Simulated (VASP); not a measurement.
NaCl, 2 atoms in the cell. It takes space group Fm-3m (No. 225, cubic). Conventional cell: a = 5.694 Å, b = 5.694 Å, c = 5.694 Å, α = 90.00°, β = 90.00°, γ = 90.00°. Na (site symmetry m-3m) has 6 Cl at 2.85 Å within 3.8 Å. Within 3.8 Å of Cl (site symmetry m-3m) lie 6 Na at 2.85 Å. 

```yaml
Program: VASP 6.6.1
Task: single point
Functional: LDA
Potentials_or_basis: VASP PAW LDA potentials, release 64 (Na_pv, Cl)
Cutoff: 500 eV
k_mesh: 6 × 6 × 6
Occupations: gaussian, width 0.01 eV
Spin: no spin polarisation
Dipole_correction: no
Further_INCAR_settings: ALGO = Normal; EDIFF = 1e-06; NBANDS = 14
```

Potentials or basis: VASP PAW LDA potentials, release 64 (Na_pv, Cl).

Launch:

```bash
$ cat potpaw_LDA.64/Na_pv/POTCAR potpaw_LDA.64/Cl/POTCAR > POTCAR
$ mpirun -np 1 vasp_std > vasp.out
```

Hardware: 1 thread of AMD EPYC 7R13 Processor (Zen 3), with other jobs on the host.

Problem. Estimate the wall time of this run.

Solution. It took 6 s on 1 thread of AMD EPYC 7R13 Processor (Zen 3), with other jobs on the host, peak memory 0.11 GiB. Counts: scf iterations 11, k points 16.
